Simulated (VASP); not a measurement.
# ZnO (zincite) (P6_3mc) in VASP: settings compared

Aim: see how the results for ZnO (zincite) move with the level of theory and the settings. Levels: PBE, PBEsol+D3(BJ), revPBE. Tasks: single point.

Program: VASP 6.6.1. These are calculated values, not measurements. Logs are shortened: lines on timing, memory, paths and dates and some standing lists are left out, and cuts for length are marked.

## Step 1: The cell of the first run

It takes space group P6_3mc (No. 186, hexagonal). The conventional cell has a = 3.249 Å, b = 3.249 Å, c = 5.206 Å, α = 90.00°, β = 90.00°, γ = 120.00°. Within 2.6 Å of Zn (site symmetry 3m) lie 4 O at 1.97 to 1.98 Å. Within 2.6 Å of O (site symmetry 3m) lie 4 Zn at 1.97 to 1.98 Å.

## Step 2: Single point, PBE

Contents of INCAR:

```
PREC = Accurate
ENCUT = 520
EDIFF = 1E-6
ISMEAR = 0
SIGMA = 0.023
LREAL = F
LASPH = T
NELM = 80
ALGO = Normal
ISIF = 2
LWAVE = F
LCHARG = T
GGA = PE
LELF = T
LVHAR = T
NBANDS = 26
```

Contents of KPOINTS:

```
regular mesh
0
Gamma
  9 9 5
```

Contents of POSCAR:

```
ZnO
1.0
    3.2493080000      0.0000000000      0.0000000000
   -1.6246540000      2.8139832727      0.0000000000
    0.0000000000      0.0000000000      5.2057090000
Zn O
2 2
Direct
    0.6666666667      0.3333333333      0.0000000000
    0.3333333333      0.6666666667      0.5000000000
    0.3333333333      0.6666666667      0.8790100000
    0.6666666667      0.3333333333      0.3790100000
```

Potentials or basis: VASP PAW PBE potentials, release 64 (Zn, O).

Command:

```sh
$ cat potpaw_PBE.64/Zn/POTCAR potpaw_PBE.64/O/POTCAR > POTCAR
$ mpirun -np 1 vasp_std > vasp.out
```

OUTCAR:

```text
PREC = Accurate
   ENCUT = 520
   EDIFF = 1E-6
   ISMEAR = 0
   LREAL = F
   LASPH = T
   NELM = 80
   ISIF = 2
   GGA = PE

 ion  position               nearest neighbor table
   1  0.667  0.333  0.000-   4 1.97   3 1.98   3 1.98   3 1.98
   2  0.333  0.667  0.500-   3 1.97   4 1.98   4 1.98   4 1.98
   3  0.333  0.667  0.879-   2 1.97   1 1.98   1 1.98   1 1.98
   4  0.667  0.333  0.379-   1 1.97   2 1.98   2 1.98   2 1.98

  LATTYP: Found a hexagonal cell.
 ALAT       =     3.2493080000
 C/A-ratio  =     1.6020977390

  Lattice vectors:

 A1 = (   3.2493080000,   0.0000000000,   0.0000000000)
 A2 = (  -1.6246540000,   2.8139832727,   0.0000000000)
 A3 = (   0.0000000000,   0.0000000000,   5.2057090000)

Analysis of symmetry for initial positions (statically):
=====================================================================
 Subroutine PRICEL returns:
 Original cell was already a primitive cell.

 Routine SETGRP: Setting up the symmetry group for a
 hexagonal supercell.

 Subroutine GETGRP returns: Found 12 space group operations
 (whereof  6 operations were pure point group operations)
 out of a pool of 24 trial point group operations.

The static configuration has the point symmetry C_3v.
 The point group associated with its full space group is C_6v.

Analysis of symmetry for dynamics (positions and initial velocities):
=====================================================================
 Subroutine PRICEL returns:
 Original cell was already a primitive cell.

 Routine SETGRP: Setting up the symmetry group for a
 hexagonal supercell.

 Subroutine GETGRP returns: Found 12 space group operations
 (whereof  6 operations were pure point group operations)
 out of a pool of 24 trial point group operations.

The dynamic configuration has the point symmetry C_3v.
 The point group associated with its full space group is C_6v.

 Subroutine INISYM returns: Found 12 space group operations
 (whereof  6 operations are pure point group operations),
 and found     1 'primitive' translations

----------------------------------------------------------------------------------------

                                     Primitive cell

  volume of cell :      47.5984

  direct lattice vectors                    reciprocal lattice vectors
[... 83 lines left out ...]
   ISTART =      0    job   : 0-new  1-cont  2-samecut
   ICHARG =      2    charge: 1-file 2-atom 10-const
   ISPIN  =      1    spin polarized calculation?
   LNONCOLLINEAR =      F non collinear calculations
   LSORBIT =      F    spin-orbit coupling
   LASPH  =      T    aspherical Exc in radial PAW
   ENCUT  =  520.0 eV  38.22 Ry    6.18 a.u.   6.04  6.04  9.68*2*pi/ulx,y,z
   NELM   =     80;   NELMIN=  2; NELMDL= -5     # of ELM steps
   EDIFF  = 0.1E-05   stopping-criterion for ELM
   LREAL  =      F    real-space projection
   EDIFFG = 0.1E-04   stopping-criterion for IOM
   NSW    =      0    number of steps for IOM
   IBRION =     -1    ionic relax: 0-MD 1-quasi-New 2-CG
   NFREE  =      0    steps in history (QN), initial steepest desc. (CG)
   ISIF   =      2    stress and relaxation
   ISYM   =      2    0-nonsym 1-usesym 2-fastsym
   POTIM  = 0.5000    time-step for ionic-motion
   TEBEG  =    0.0;   TEEND  =   0.0 temperature during run
   PSTRESS=    0.0 pullay stress
   NELECT =      36.0000    total number of electrons
   NUPDOWN=      -1.0000    fix difference up-down
   EMIN   =  10.00;   EMAX   =-10.00  energy-range for DOS
   EFERMI =   0.00;   METHOD = LEGACY
   ISMEAR =     0;   SIGMA  =   0.02  broadening in eV -4-tet -1-fermi 0-gaus
   EFERMI_NEDOS =   21; number of points for ismear=-14 and -15
   IALGO  =     38    algorithm
   IMIX   =      4    mixing-type and parameters
     AMIX     =   0.40;   BMIX     =  1.00
     AMIX_MAG =   1.60;   BMIX_MAG =  1.00
  volume/ion in A,a.u.               =      11.90        80.30
  Fermi-wavevector in a.u.,A,eV,Ry     =   1.491574  2.818667 30.270160  2.224794
  Thomas-Fermi vector in A             =   2.604212
   LORBIT       =      0    0 simple, 1 ext, 2 COOP (PROOUT), +10 PAW based schemes
   GGA     = PE    functional components
   LHFCALC =     F    Hartree Fock is set to
   AEXX    =    0.0000 exact exchange contribution
   IVDW    =     0    specifies the selected vdW correction
   LEPSILON=     F    determine dielectric tensor
   LRPA    =     F    only Hartree local field effects (RPA)
 non-spin polarized calculation
 Gauss-broadening in eV      SIGMA  =   0.02
  energy-cutoff  :      520.00
  volume of cell :       47.60
 maximum number of plane-waves:      1308
   NGX = 13   NGY = 13   NGZ = 19

 number of electron      36.0000017 magnetization

 Free energy of the ion-electron system (eV)
  ---------------------------------------------------
  ext. energy  EPLUGINS =         0.00000000
  ---------------------------------------------------
  free energy    TOTEN  =       -17.82215526 eV

  energy without entropy =      -17.82215526  energy(sigma->0) =      -17.82215526

 E-fermi :   1.3084     XC(G=0): -10.9115

 val. band max:        1.2007871497   @ k =   0.0000   0.0000   0.0000
 cond. band min:       1.9907535612   @ k =   0.0000   0.0000   0.0000
 fundamental gap:      0.7899664115
 Fermi energy:         1.3084415803

 k-point     1 :       0.0000    0.0000    0.0000
  band No.  band energies     occupation
      1     -16.8876      2.00000
      2     -16.1564      2.00000
      3      -4.4872      2.00000
      4      -4.4872      2.00000
      5      -4.4477      2.00000
      6      -4.4263      2.00000
[... 685 lines left out ...]
     25      14.7517      0.00000
     26      15.7868      0.00000

 [... further k-points ...]
[... 5 lines left out ...]
  --------------------------------------------------------------------------------------
  -------------------------------------------------------------------------------------
  Total        1.6128804      1.6128804      2.1360730      0.0000000      0.0000000      0.0000000
  in kB       54.2900779     54.2900779     71.9009116      0.0000000      0.0000000      0.0000000
  external PRESSURE =      60.1603558 kB  Pullay stress =       0.0000000 kB

 VOLUME and BASIS-vectors are now :
 -----------------------------------------------------------------------------
  energy-cutoff  :      520.00
  volume of cell :       47.60
      direct lattice vectors                 reciprocal lattice vectors
     3.249308000  0.000000000  0.000000000     0.307757836  0.177684070  0.000000000
    -1.624654000  2.813983273  0.000000000     0.000000000  0.355368139  0.000000000
     0.000000000  0.000000000  5.205709000     0.000000000  0.000000000  0.192096792

 POSITION                                       TOTAL-FORCE (eV/Angst)
 -----------------------------------------------------------------------------------
      1.62465      0.93799      0.00000         0.000000     -0.000000     -0.074085
     -0.00000      1.87599      2.60285        -0.000000      0.000000     -0.074085
     -0.00000      1.87599      4.57587        -0.000000      0.000000      0.074085
      1.62465      0.93799      1.97302         0.000000      0.000000      0.074085
 -----------------------------------------------------------------------------------
    total drift:                               -0.000000     -0.000000     -0.000191

  FREE ENERGIE OF THE ION-ELECTRON SYSTEM (eV)
  ---------------------------------------------------
  free  energy   TOTEN  =       -17.8221552559 eV

  energy  without entropy=      -17.8221552559  energy(sigma->0) =      -17.82215526
```

OSZICAR:

```text
N       E                     dE             d eps       ncg     rms          rms(c)
DAV:   1     0.303369053835E+03    0.30337E+03   -0.18321E+04  1880   0.203E+03
DAV:   2     0.117628261044E+02   -0.29161E+03   -0.27313E+03  1974   0.416E+02
DAV:   3    -0.204301216684E+02   -0.32193E+02   -0.31778E+02  2070   0.140E+02
DAV:   4    -0.210611564761E+02   -0.63103E+00   -0.62978E+00  2116   0.201E+01
DAV:   5    -0.210643409311E+02   -0.31845E-02   -0.31841E-02  2018   0.148E+00    0.147E+01
DAV:   6    -0.176508391663E+02    0.34135E+01   -0.66262E+00  2946   0.615E+01    0.903E+00
DAV:   7    -0.178596556134E+02   -0.20882E+00   -0.29345E+00  1936   0.170E+01    0.539E+00
DAV:   8    -0.178699725677E+02   -0.10317E-01   -0.49888E-01  2776   0.750E+00    0.163E+00
DAV:   9    -0.178193336447E+02    0.50639E-01   -0.10302E-01  2780   0.633E+00    0.292E-01
DAV:  10    -0.178220472580E+02   -0.27136E-02   -0.36913E-02  1896   0.131E+00    0.132E-01
DAV:  11    -0.178221136709E+02   -0.66413E-04   -0.55180E-04  2016   0.229E-01    0.298E-02
DAV:  12    -0.178221528583E+02   -0.39187E-04   -0.82579E-05  2106   0.228E-01    0.189E-02
DAV:  13    -0.178221611841E+02   -0.83258E-05   -0.20171E-05  2156   0.957E-02    0.205E-02
DAV:  14    -0.178221553235E+02    0.58606E-05   -0.12604E-05  2378   0.404E-02    0.256E-03
DAV:  15    -0.178221552559E+02    0.67639E-07   -0.35161E-06  1818   0.167E-02
   1 F= -.17822155E+02 E0= -.17822155E+02  d E =-.195828E-13
```

stdout:

```text
POSCAR found type information on POSCAR ZnO
 POSCAR found :  2 types and       4 ions
 scaLAPACK will be used
 LDA part: xc-table for (Slater+PW92), standard interpolation
 POSCAR, INCAR and KPOINTS ok, starting setup
 FFT: planning ... GRIDC
 FFT: planning ... GRID_SOFT
 FFT: planning ... GRID
 WAVECAR not read
 entering main loop
```

It took 78 s on 1 thread of AMD EPYC 7R13, shared host; peak memory 0.15 GiB.

Results:

```
Free energy            : -17.8222 eV
Pressure               : 6.0 GPa
Largest force          : 0.074 eV/Å
Band gap on the k mesh : 0.79 eV, direct
```

Forces in eV/Å, atoms in the order of the input:
```
Zn   0.000  0.000 -0.074
Zn   0.000  0.000 -0.074
O    0.000  0.000  0.074
O    0.000  0.000  0.074
```

A hybrid or GW would open this gap; PBE tends to underestimate it.

## Step 3: Single point, PBE

Contents of INCAR:

```
ALGO = Normal
EDIFF = 1E-7
ENCUT = 520
GGA = PE
ISIF = 2
ISMEAR = 0
LASPH = True
LCHARG = False
LREAL = False
LWAVE = False
NBANDS = 26
NELM = 100
PREC = Accurate
SIGMA = 0.024
```

Contents of KPOINTS:

```
k-points
0
Gamma
  9 9 5
```

POSCAR is that of step 2.

Potentials or basis: VASP PAW PBE potentials, release 64 (Zn, O).

Command:

```sh
$ cat potpaw_PBE.64/Zn/POTCAR potpaw_PBE.64/O/POTCAR > POTCAR
$ mpirun -np 1 vasp_std > vasp.out
```

It took 69 s on 1 thread of AMD EPYC 7R13, shared host; peak memory 0.15 GiB.

Results (log left out):

```yaml
Free_energy: -17.8222 eV
Pressure: 6.0 GPa
Largest_force: 0.074 eV/Å
Band_gap_on_the_k_mesh: 0.79 eV, direct
```

Forces in eV/Å, atoms in the order of the input:
```
Zn   0.000  0.000 -0.074
Zn   0.000  0.000 -0.074
O    0.000  0.000  0.074
O    0.000  0.000  0.074
```

Stress tensor (GPa, compression positive):
```
5.40 0.00 0.00
0.00 5.40 0.00
0.00 0.00 7.16
```

Levels at points of the mesh, in eV from the valence-band top:
| k point | band 16 | band 17 | band 18 | band 19 | band 20 | band 21 |
| --- | --- | --- | --- | --- | --- | --- |
| (0.00, 0.00, 0.00) | -0.07 | 0.00 | 0.00 | 0.79 | 5.21 | 8.26 |

(Continued in part 2 of 3.)
